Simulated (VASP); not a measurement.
Here is a VASP 6.6.1 calculation.

INCAR

```
  PREC = Accurate
  ENCUT = 520
  EDIFF = 1E-6
  ISMEAR = -1
  SIGMA = 0.15
  LREAL = Auto
  LASPH = True
  NELM = 60
  ALGO = Normal
  ISIF = 2
  LWAVE = False
  LCHARG = False
  GGA = PE
  NBANDS = 76
```

Contents of KPOINTS:

```
regular mesh
0
Gamma
  2 2 2
```

The input POSCAR:

```
Al32Cu
1.0
    8.1000000000      0.0000000000      0.0000000000
    0.0000000000      8.1000000000      0.0000000000
    0.0000000000      0.0000000000      8.1000000000
Al Cu
32 1
Direct
    0.5000714812      0.0092856808     -0.0000966496
    0.7407363480      0.2506600989     -0.0001006392
    0.7472416457      0.0030522508      0.2526722799
   -0.0000647814      0.0415373470      0.0001841225
    0.2592495763      0.2506556684     -0.0000996144
    0.5000757893      0.4907736513     -0.0001032653
    0.7104093346      0.7496260082      0.0001546510
    0.2527530279      0.0029939955      0.2526126015
    0.4999913920      0.2500087200      0.2530704477
    0.7468261465      0.4970643073      0.2530902773
    0.4999876715      0.0032859221      0.5000106053
    0.7468747646      0.2500013923      0.5000007537
    0.7474427265      0.0028564400      0.7473011424
   -0.0000499366      0.4619109724      0.0001337827
    0.2900070544      0.7496115373      0.0001607791
    0.0000226236      0.2506654685      0.2592443695
    0.2531769278      0.4971138783      0.2530411355
    0.5000744663      0.7502439483      0.2592389415
    0.0000208943      0.0092872949      0.4997329924
    0.2531454818      0.2499957520      0.5000031202
    0.4999932287      0.4970240293      0.4999912129
    0.7407377561      0.7502417776      0.4997263650
    0.2525479972      0.0027933486      0.7473648965
    0.4999890744      0.2499900359      0.7468012541
    0.7469890437      0.4972305290      0.7468530196
   -0.0000542004      0.7496403458      0.2890891716
    0.0000232659      0.4907693867      0.4997207811
    0.2592484657      0.7502393000      0.4997281965
    0.0000216492      0.2506503834      0.7407306585
    0.2530107251      0.4972843045      0.7469056060
    0.5000726070      0.7502370488      0.7407336026
   -0.0000603502      0.7495946319      0.7094856433
    0.0002661034      0.7521828439     -0.0009025414
```

Potentials or basis: VASP PAW PBE potentials, release 64 (Al, Cu).

Command:

```sh
$ cat potpaw_PBE.64/Al/POTCAR potpaw_PBE.64/Cu/POTCAR > POTCAR
$ mpirun -np 1 vasp_std > vasp.out
```

What does it give for the band gap on the k mesh?

Zero (an odd number of electrons rules out a gap without spin polarisation).

Estimate the largest force.

0.022 eV/Å.

What does it give for the pressure?

2.9 GPa.

Forces on the atoms (eV/Å):
```
Al   0.001  0.020 -0.001
Al  -0.021  0.003  0.001
Al  -0.003  0.002  0.004
Al  -0.001 -0.022  0.001
Al   0.022  0.003  0.001
Al   0.001 -0.020 -0.001
Al   0.009  0.003 -0.001
Al   0.003  0.003  0.004
Al   0.000  0.000  0.001
Al  -0.001 -0.002  0.002
Al   0.000  0.000  0.000
Al   0.000  0.000  0.000
Al  -0.005  0.003 -0.004
Al   0.000  0.002 -0.002
Al  -0.010  0.003 -0.001
Al   0.000  0.003  0.021
Al   0.001 -0.003  0.002
Al   0.000  0.002  0.020
Al   0.000  0.020 -0.002
Al   0.000  0.000  0.000
Al   0.000 -0.001  0.000
Al  -0.020  0.000 -0.001
Al   0.005  0.003 -0.004
Al   0.000  0.000 -0.001
Al  -0.002 -0.003 -0.001
Al   0.001  0.003 -0.009
Al   0.000 -0.020 -0.002
Al   0.020  0.000 -0.001
Al   0.000  0.003 -0.021
Al   0.002 -0.004 -0.001
Al   0.000  0.001 -0.020
Al   0.000  0.003  0.013
Cu  -0.001 -0.009  0.004
```

Caveat: the k points lie up to 0.39 Å⁻¹ apart, too coarse for converged energies and pressures of a metal.
